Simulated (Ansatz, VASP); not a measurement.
BP: VASP beside Ansatz

```xyz
2
Lattice="0.0000 2.2910 2.2591 2.2910 0.0000 2.2591 2.2910 2.2910 0.0000" Properties=species:S:1:pos:R:3 pbc="T T T"
B     0.0000    0.0000    0.0000
P     1.1455    1.1455    1.1295
```

Change from the starting cell: epitaxial_xy strain +1.0%.

Alike in both runs: task single point; functional HSE06; k mesh 6 × 6 × 6; no spin polarisation.

|  | VASP | Ansatz |
| --- | --- | --- |
| version | VASP 6.6.1 | Ansatz 0.2.0 |
| potentials or method | VASP PAW PBE potentials, release 64 (B, P) | plane waves, PAW |
| plane-wave cutoff (eV) | 520 | 420 |
| occupations | gaussian, width 0.01 eV | fixed |
| valence electrons in the cell | 8 | 8 |

|  | VASP | Ansatz | Ansatz less VASP |
| --- | --- | --- | --- |
| gap on the k mesh at the Fermi level (eV) | 1.89 | 1.89 | +0.004 |
| pressure (GPa) | -4.5 | -3.9 | +0.53 |
| traceless stress, the component that is largest in VASP (GPa) | 2.58 | 2.58 | -0.008 |

Ansatz's warnings: stress exchange threshold loose, stress scf threshold loose.
